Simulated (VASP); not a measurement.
# CoSi2 (P1) in VASP: relaxation of the atoms with PBEsol+U

Aim: the relaxation of the atoms of CoSi2 with PBEsol+U.

Program: VASP 6.6.1. These are calculated values, not measurements. Logs are shortened: lines on timing, memory, paths and dates and some standing lists are left out, and cuts for length are marked.

## (1) The cell of the first run

The typed cell holds 3 atoms: a = 3.787 Å, b = 3.787 Å, c = 3.787 Å, α = 60.00°, β = 60.00°, γ = 60.00°.

## (2) Relaxation of the atoms, PBEsol+U, collinear spin, ferromagnetic start (atoms moved at random)

File INCAR:

```
  ALGO = Normal
  EDIFF = 1E-7
  EDIFFG = -0.002
  ENCUT = 540
  GGA = PS
  GGA_COMPAT = F
  IBRION = 2
  ISIF = 2
  ISMEAR = 1
  ISPIN = 2
  KPAR = 4
  LASPH = T
  LCHARG = F
  LDAU = T
  LDAUJ = 0 0
  LDAUL = 2 -1
  LDAUTYPE = 2
  LDAUU = 6 0
  LMAXMIX = 4
  LORBIT = 11
  LREAL = F
  LWAVE = F
  MAGMOM = 2 0 0
  NELM = 200
  NELMIN = 4
  NSW = 120
  PREC = Accurate
  SIGMA = 0.1
```

File KPOINTS:

```
Automatic mesh
0
Gamma
  10 10 10
  0 0 0
```

File POSCAR:

```
CoSi2
1.0
    0.0000000000      2.6780000000      2.6780000000
    2.6780000000      0.0000000000      2.6780000000
    2.6780000000      2.6780000000      0.0000000000
Co Si
1 2
Direct
   -0.0165900000      0.0040970000      0.0161610000
    0.7455710000      0.7548100000      0.7620620000
    0.2639850000      0.2775190000      0.2351070000
```

Potentials or basis: VASP PAW PBE potentials, release 64 (Co, Si).

On the command line:

```
> cat potpaw_PBE.64/Co/POTCAR potpaw_PBE.64/Si/POTCAR > POTCAR
> mpirun -np 4 vasp_std > vasp.out
```

OUTCAR:

```text
EDIFF = 1E-7
   EDIFFG = -0.002
   ENCUT = 540
   GGA = PS
   IBRION = 2
   ISIF = 2
   ISMEAR = 1
   ISPIN = 2
   LASPH = T
   LORBIT = 11
   LREAL = F
   NELM = 200
   NELMIN = 4
   NSW = 120
   PREC = Accurate

 ion  position               nearest neighbor table
   1  0.983  0.004  0.016-   3 2.23   3 2.25   2 2.29   2 2.31   2 2.32   2 2.36   3 2.39   3 2.42

   2  0.746  0.755  0.762-   1 2.29   1 2.31   1 2.32   1 2.36   3 2.57   3 2.66   3 2.67   3 2.69
                             3 2.70   3 2.79
   3  0.264  0.278  0.235-   1 2.23   1 2.25   1 2.39   1 2.42   2 2.57   2 2.66   2 2.67   2 2.69
                             2 2.70   2 2.79

  LATTYP: Found a face centered cubic cell.
 ALAT       =     5.3560000000

  Lattice vectors:

 A1 = (   0.0000000000,   2.6780000000,   2.6780000000)
 A2 = (   2.6780000000,   0.0000000000,   2.6780000000)
 A3 = (   2.6780000000,   2.6780000000,   0.0000000000)

Analysis of symmetry for initial positions (statically):
=====================================================================
 Subroutine PRICEL returns:
 Original cell was already a primitive cell.

 Routine SETGRP: Setting up the symmetry group for a
 face centered cubic supercell.

 Subroutine GETGRP returns: Found  1 space group operations
 (whereof  1 operations were pure point group operations)
 out of a pool of 48 trial point group operations.

The static configuration has the point symmetry C_1 .

Analysis of symmetry for dynamics (positions and initial velocities):
=====================================================================
 Subroutine PRICEL returns:
 Original cell was already a primitive cell.

 Routine SETGRP: Setting up the symmetry group for a
 face centered cubic supercell.

 Subroutine GETGRP returns: Found  1 space group operations
 (whereof  1 operations were pure point group operations)
 out of a pool of 48 trial point group operations.

The dynamic configuration has the point symmetry C_1 .

Analysis of structural, dynamic, and magnetic symmetry:
=====================================================================
 Subroutine PRICEL returns:
 Original cell was already a primitive cell.

 Routine SETGRP: Setting up the symmetry group for a
 face centered cubic supercell.

 Subroutine GETGRP returns: Found  1 space group operations
 (whereof  1 operations were pure point group operations)
 out of a pool of 48 trial point group operations.

The overall configuration has the point symmetry C_1 .

 Subroutine INISYM returns: Found  1 space group operations
 (whereof  1 operations are pure point group operations),
 and found     1 'primitive' translations

----------------------------------------------------------------------------------------

                                     Primitive cell

  volume of cell :      38.4115

  direct lattice vectors                    reciprocal lattice vectors
     0.000000000  2.678000000  2.678000000    -0.186706497  0.186706497  0.186706497
     2.678000000  0.000000000  2.678000000     0.186706497 -0.186706497  0.186706497
     2.678000000  2.678000000  0.000000000     0.186706497  0.186706497 -0.186706497

  length of vectors
     3.787263920  3.787263920  3.787263920     0.323385140  0.323385140  0.323385140

  position of ions in fractional coordinates (direct lattice)
     0.983410000  0.004097000  0.016161000
     0.745571000  0.754810000  0.762062000
     0.263985000  0.277519000  0.235107000

  ion indices of the primitive-cell ions
   primitive index   ion index
                 1           1
                 2           2
                 3           3

----------------------------------------------------------------------------------------

 KPOINTS: Automatic mesh

Automatic generation of k-mesh.
 Grid dimensions read from file:
 generate k-points for:   10   10   10

 Generating k-lattice:

  Cartesian coordinates                     Fractional coordinates (reciprocal lattice)
    -0.018670650  0.018670650  0.018670650     0.100000000  0.000000000  0.000000000
     0.018670650 -0.018670650  0.018670650     0.000000000  0.100000000  0.000000000
     0.018670650  0.018670650 -0.018670650     0.000000000  0.000000000  0.100000000

  Length of vectors
     0.032338514  0.032338514  0.032338514

  Shift w.r.t. Gamma in fractional coordinates (k-lattice)
     0.000000000  0.000000000  0.000000000

 Subroutine IBZKPT returns following result:
 ===========================================

 Found    504 irreducible k-points:

 Following reciprocal coordinates:
            Coordinates               Weight
  0.000000  0.000000  0.000000      1.000000
  0.100000  0.000000  0.000000      2.000000
  0.000000  0.100000  0.000000      2.000000
  0.000000  0.000000  0.100000      2.000000
[... 46 lines left out ...]
   ISYM   =      2    0-nonsym 1-usesym 2-fastsym
   POTIM  = 0.5000    time-step for ionic-motion
   TEBEG  =    0.0;   TEEND  =   0.0 temperature during run

   SCALEE = 1.0000    scale energy and forces
   PSTRESS=    0.0 pullay stress
   NELECT =      17.0000    total number of electrons
   NUPDOWN=      -1.0000    fix difference up-down
   EMIN   =  10.00;   EMAX   =-10.00  energy-range for DOS
   EFERMI =   0.00;   METHOD = LEGACY
   ISMEAR =     1;   SIGMA  =   0.10  broadening in eV -4-tet -1-fermi 0-gaus
   EFERMI_NEDOS =   21; number of points for ismear=-14 and -15
   IALGO  =     38    algorithm
   IMIX   =      4    mixing-type and parameters
     AMIX     =   0.40;   BMIX     =  1.00
     AMIX_MAG =   1.60;   BMIX_MAG =  1.00
  volume/ion in A,a.u.               =      12.80        86.40
  Fermi-wavevector in a.u.,A,eV,Ry     =   1.247586  2.357596 21.177078  1.556471
  Thomas-Fermi vector in A             =   2.381712
   LORBIT       =     11    0 simple, 1 ext, 2 COOP (PROOUT), +10 PAW based schemes
 LDA+U is selected, type is set to LDAUTYPE =  2
   angular momentum for each species LDAUL =     2   -1
   U (eV)           for each species LDAUU =   6.0  0.0
   J (eV)           for each species LDAUJ =   0.0  0.0
   GGA     = PS    functional components
   LHFCALC =     F    Hartree Fock is set to
   AEXX    =    0.0000 exact exchange contribution
   IVDW    =     0    specifies the selected vdW correction
   LEPSILON=     F    determine dielectric tensor
   LRPA    =     F    only Hartree local field effects (RPA)

   CSHIFT  =0.1000    complex shift for real part using Kramers Kronig

   OMEGAMAX=  -1.0    maximum frequency
 conjugate gradient relaxation of ions
 spin polarized calculation
 Methfessel and Paxton  Order N= 1 SIGMA  =   0.10
  energy-cutoff  :      540.00
  volume of cell :       38.41
 maximum number of plane-waves:      1109
 NGX is ok and might be reduce to    30
   NGX = 15   NGY = 15   NGZ = 15

--------------------------------------- Ionic step        1  -------------------------------------------

 number of electron      17.0000003 magnetization       0.0000730

 number of electron      17.0000003 magnetization      -0.0000428

 Free energy of the ion-electron system (eV)
  ---------------------------------------------------
  ext. energy  EPLUGINS =         0.00000000
  ---------------------------------------------------
  free energy    TOTEN  =       -15.79852352 eV

  energy without entropy =      -15.79953529  energy(sigma->0) =      -15.79886078

------------------------ aborting loop because EDIFF is reached ----------------------------------------

  FORCE on cell =-STRESS in cart. coord.  units (eV):
  Direction    XX          YY          ZZ          XY          YZ          ZX
  --------------------------------------------------------------------------------------
  -------------------------------------------------------------------------------------
  Total       -2.5614333     -2.5569547     -2.4412944     -0.7141944      0.0892582      0.0863238
  in kB     -106.8395168   -106.6527103   -101.8284248    -29.7896453      3.7230322      3.6006390
  external PRESSURE =    -105.1068839 kB  Pullay stress =       0.0000000 kB
[... 96 lines left out ...]
  FREE ENERGIE OF THE ION-ELECTRON SYSTEM (eV)
  ---------------------------------------------------
  free  energy   TOTEN  =       -15.8670465972 eV

  energy  without entropy=      -15.8682085076  energy(sigma->0) =      -15.86743390

[... ionic steps 4 to 8 ...]

--------------------------------------- Ionic step        9  -------------------------------------------

 number of electron      17.0000001 magnetization      -0.0000000

 number of electron      17.0000001 magnetization       0.0000000
[... 75 lines left out ...]
 number of electron      17.0000001 magnetization       0.0000000

 number of electron      17.0000001 magnetization      -0.0000000

 Free energy of the ion-electron system (eV)
  ---------------------------------------------------
  ext. energy  EPLUGINS =         0.00000000
  ---------------------------------------------------
  free energy    TOTEN  =       -15.86957480 eV

  energy without entropy =      -15.87076387  energy(sigma->0) =      -15.86997115

 E-fermi :   9.7572     XC(G=0): -11.8288

 val. band max:        9.7075642023   @ k =  -0.4000   0.0000   0.1000
 cond. band min:       9.8892917964   @ k =   0.4000   0.4000   0.3000
 fundamental gap:      0.1817275940
 Fermi energy:         9.7572069081

 spin component 1

 k-point     1 :       0.0000    0.0000    0.0000
  band No.  band energies     occupation
      1      -3.1535      1.00000
      2       5.5118      1.00000
      3       5.5120      1.00000
      4       5.5122      1.00000
      5       7.1219      1.00000
      6       7.1219      1.00000
      7      10.6517     -0.00000
      8      13.1844      0.00000
      9      13.1844      0.00000
     10      13.1845      0.00000
     11      13.5273      0.00000
     12      13.5276      0.00000
     13      13.5279      0.00000
[... 356 lines left out ...]
      2       5.1881      1.00000
      3       5.5380      1.00000
      4       5.5380      1.00000
      5       6.9676      1.00000
      6       7.1697      1.00000
      7      10.8225     -0.00000
      8      11.6080     -0.00000
      9      11.6080     -0.00000
     10      12.7431      0.00000
     11      13.6613      0.00000
     12      14.1104      0.00000
     13      15.3763      0.00000

 [... further k-points ...]

 spin component 2

 k-point     1 :       0.0000    0.0000    0.0000
  band No.  band energies     occupation
      1      -3.1535      1.00000
      2       5.5118      1.00000
      3       5.5120      1.00000
      4       5.5122      1.00000
      5       7.1219      1.00000
      6       7.1219      1.00000
      7      10.6517     -0.00000
      8      13.1844      0.00000
      9      13.1844      0.00000
     10      13.1845      0.00000
     11      13.5273      0.00000
     12      13.5276      0.00000
     13      13.5279      0.00000
[... 398 lines left out ...]
  FREE ENERGIE OF THE ION-ELECTRON SYSTEM (eV)
  ---------------------------------------------------
  free  energy   TOTEN  =       -15.8695747969 eV

  energy  without entropy=      -15.8707638711  energy(sigma->0) =      -15.86997115

 reached required accuracy - stopping structural energy minimisation

 total charge

# of ion       s       p       d       tot
------------------------------------------
    1        0.516   0.677   7.911   9.104
    2        0.716   0.859   0.000   1.575
    3        0.716   0.859   0.000   1.575
--------------------------------------------------
tot          1.948   2.396   7.911  12.254

 magnetization (x)

# of ion       s       p       d       tot
------------------------------------------
    1        0.000   0.000   0.000   0.000
    2       -0.000  -0.000   0.000  -0.000
    3        0.000  -0.000   0.000  -0.000
--------------------------------------------------
tot          0.000  -0.000   0.000   0.000
```

Wall time 8 min (4 MPI ranks of Intel Xeon Platinum 8488C (Sapphire Rapids), shared host); peak memory 0.53 GiB.

What came out:

```
Free energy                                           : -15.8696 eV
Energy gained by relaxing                             : 23.7 meV/atom
Ionic steps                                           : 11
Pressure after relaxing                               : -11.6 GPa
Net moment                                            : 0.00 μB per cell
Valence electrons inside the program's atomic spheres : Co 9.10; Si 1.57
```

The path:
```
step  energy change (eV)  largest force (eV/Å)  pressure (GPa)
   1              0.0000                0.9909          -10.51
   2             -0.0588                0.4078          -11.42
   3             -0.0685                0.1775          -11.58
   4             -0.0685                0.1766          -11.54
   5             -0.0707                0.0696          -11.61
   6             -0.0710                0.0123          -11.61
   7             -0.0710                0.0129          -11.60
   8             -0.0711                0.0029          -11.70
   9             -0.0711                0.0030          -11.62
  10             -0.0711                0.0030          -11.62
  11             -0.0711                0.0008          -11.63
```

Final structure:
```
CELL_PARAMETERS angstrom
0.00000 2.67800 2.67800
2.67800 0.00000 2.67800
2.67800 2.67800 0.00000
ATOMIC_POSITIONS crystal
Co 0.99765 0.01215 0.00444
Si 0.74767 0.76215 0.75443
Si 0.24764 0.26213 0.25446
```

Caveat: the cell differs from its parent crystal (atoms moved at random); the PAW data sets were made with another functional, which shifts forces and pressure a little; the U is typed as a test and isn't derived for this compound. The state reached can hang on the start; a lower one may exist.
